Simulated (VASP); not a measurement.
The system is Al.

```
CELL_PARAMETERS angstrom
2.82708 0.00000 0.00000
-1.41354 2.44832 0.00000
0.00000 0.00000 9.18599
ATOMIC_POSITIONS crystal
Al 0.00000 0.00000 0.00000
Al 0.33333 0.66667 0.25000
Al 0.00000 0.00000 0.50000
Al 0.66667 0.33333 0.75000
```

```yaml
Program: VASP 6.6.1
Task: relaxation of cell and atoms
Functional: PBEsol
Potentials_or_basis: VASP PAW PBE potentials, release 64 (Al)
Cutoff: 600 eV
k_mesh: 9 × 9 × 3
Occupations: fermi-dirac, width 0.1 eV
Spin: no spin polarisation
```

At the start: pressure 1.7 GPa; volume 15.90 Å³/atom.

Problem. How do energy, volume and symmetry change on relaxing?

Solution. Over 4 steps the energy falls by 3.7 meV/atom and the volume is 16.24 Å³/atom (+2.2 %); space group P6_3/mmc (No. 194, to 0.05 Å).

Step by step:
```
step  energy change (eV)  largest force (eV/Å)  pressure (GPa)  volume (Å³)
   1              0.0000                0.0000            1.73        63.58
   2             -0.0137                0.0000           -0.34        65.17
   3             -0.0138                0.0000           -0.36        65.19
   4             -0.0148                0.0000           -0.06        64.97
```

Final structure:
```xyz
4
Lattice="2.8291 0.0000 0.0000 -1.4145 2.4501 0.0000 0.0000 0.0000 9.3735" Properties=species:S:1:pos:R:3 pbc="T T T"
Al    0.0000    0.0000    0.0000
Al    0.0000    1.6334    2.3434
Al    0.0000    0.0000    4.6868
Al    1.4145    0.8167    7.0301
```

Caveat: the PAW data sets were made with another functional, which shifts forces and pressure a little.
